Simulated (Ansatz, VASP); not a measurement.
# SnO2: VASP beside Ansatz

```xyz
6
Lattice="4.7374 -0.0474 -0.0474 -0.0474 4.7374 -0.0474 -0.0319 -0.0319 3.1864" Properties=species:S:1:pos:R:3 pbc="T T T"
Sn    0.0000    0.0000    0.0000
Sn    2.3291    2.3291    1.5458
O     1.4334    1.4334   -0.0290
O     0.8667    3.7914    1.5458
O     3.2566    3.2566   -0.0658
O     3.7914    0.8667    1.5458
```

Change from the starting cell: equal xy, yz and zx shear strains of -2 %.

Alike in both runs: task single point; functional LDA; k mesh 4 × 4 × 6; occupations fermi-dirac, width 0.03 eV; no spin polarisation.

|  | VASP | Ansatz |
| --- | --- | --- |
| version | VASP 6.6.1 | Ansatz 0.2.0 |
| potentials or method | VASP PAW LDA potentials, release 64 (Sn_d, O), cutoff 520 eV | all-electron LAPW, scalar-relativistic |

VASP gave:

- gap on the k mesh at the Fermi level (eV): 1.14
- pressure (GPa): 0.3
- traceless stress, the component that is largest in VASP (GPa): 4.20
- rms of the force components (eV/Å): 0.087

What did Ansatz give for the same quantities?

gap on the k mesh at the Fermi level (eV): 1.11; pressure (GPa): -0.6; traceless stress, the component that is largest in VASP (GPa): 4.17; rms of the force components (eV/Å): 0.086.

LDA's correlation is that of Perdew and Zunger in VASP and of Perdew and Wang (1992) in Ansatz. Atom by atom the forces differ by 0.012 eV/Å (rms over components). Ansatz ran all-electron here, and VASP with PAW potentials.
